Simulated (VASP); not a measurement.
Set up this calculation in VASP 6.6.1, as the native input.

```
Task                   : single point
Functional             : PBEsol
Potentials or basis    : VASP PAW PBE potentials, release 64 (Mg, O)
Cutoff                 : 520 eV
k mesh                 : 8 × 8 × 8
Occupations            : gaussian, width 0.01 eV
Spin                   : no spin polarisation
Dipole correction      : no
Further INCAR settings : ALGO = Normal; EDIFF = 1e-06; NBANDS = 11
```

The structure of MgO (Periclase) lies in POSCAR:

```
MgO
1.0
    0.0000000000      2.0654573102      2.0654573102
    2.0654573102      0.0000000000      2.0654573102
    2.0654573102      2.0654573102      0.0000000000
Mg O
1 1
Direct
    0.0000000000      0.0000000000      0.0000000000
    0.5000000000      0.5000000000      0.5000000000
```

The input as run:

INCAR

```
PREC = Accurate
ENCUT = 520
EDIFF = 1E-6
ISMEAR = 0
SIGMA = 0.01
LREAL = F
LASPH = T
NELM = 80
ALGO = Normal
ISIF = 2
LWAVE = F
LCHARG = F
GGA = PS
NBANDS = 11
```

KPOINTS

```
regular mesh
0
Gamma
  8 8 8
```

Potentials or basis: VASP PAW PBE potentials, release 64 (Mg, O).

Command:

```sh
$ cat potpaw_PBE.64/Mg/POTCAR potpaw_PBE.64/O/POTCAR > POTCAR
$ mpirun -np 1 vasp_std > vasp.out
```

It gave:

```yaml
Pressure: 10.3 GPa
Band_gap_on_the_k_mesh: 5.22 eV, direct
```

Caveat: the PAW data sets were made with another functional, which shifts forces and pressure a little.

Wall time 12 s on 1 thread of Intel Xeon 8259CL, with other jobs on the host, peak memory 0.14 GiB.
